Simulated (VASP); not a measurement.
Crystal: HfO2.

```
Hf O
1.0
     3.60432    0.00000    0.00000
     0.00000    3.60432    0.00000
     0.00000    0.00000    5.26363
Hf O
2 4
Direct
  0.50000 0.50000 0.50000
  0.00000 0.00000 0.00000
  0.00000 0.50000 0.69328
  0.50000 0.00000 0.80672
  0.50000 0.00000 0.30672
  0.00000 0.50000 0.19328
```

| Item | Value |
| --- | --- |
| Program | VASP 6.6.1 |
| Task | relaxation of cell and atoms |
| Functional | r2SCAN |
| Potentials or basis | VASP PAW PBE potentials, release 64 (Hf_pv, O) |
| Cutoff | 600 eV |
| k mesh | 6 × 6 × 4 |
| Occupations | fermi-dirac, width 0.02 eV |
| Spin | no spin polarisation |

At the start: pressure -9.4 GPa; volume 11.40 Å³/atom.

Task: Where does the relaxation end?

Result: Over 13 steps the energy falls by 13.6 meV/atom and the volume is 10.91 Å³/atom (-4.2 %); space group P4_2/nmc (No. 137, to 0.1 Å) before and after.

The path:
```csv
step,energy change (eV),largest force (eV/Å),pressure (GPa),volume (Å³)
1,0.0000,0.1506,-9.41,68.38
2,0.1487,0.5427,18.93,61.97
3,-0.0766,0.0800,-0.31,65.93
4,-0.0766,0.0858,-0.05,65.88
5,-0.0783,0.0809,-0.05,65.80
6,-0.0795,0.0709,0.01,65.66
7,-0.0805,0.0488,-0.02,65.61
8,-0.0816,0.0013,-0.06,65.50
9,-0.0816,0.0036,-0.08,65.49
10,-0.0816,0.0030,0.10,65.46
11,-0.0816,0.0005,0.06,65.47
12,-0.0816,0.0004,0.04,65.47
13,-0.0816,0.0007,0.00,65.49
```

Final structure:
```
Hf O
1.0
     3.55950    0.00000    0.00000
     0.00000    3.55950    0.00000
     0.00000    0.00000    5.16857
Hf O
2 4
Direct
  0.50000 0.50000 0.50000
  0.00000 0.00000 0.00000
  0.00000 0.50000 0.69732
  0.50000 0.00000 0.80268
  0.50000 0.00000 0.30268
  0.00000 0.50000 0.19732
```

Caveat: the PAW data sets were made with another functional, which shifts forces and pressure a little.
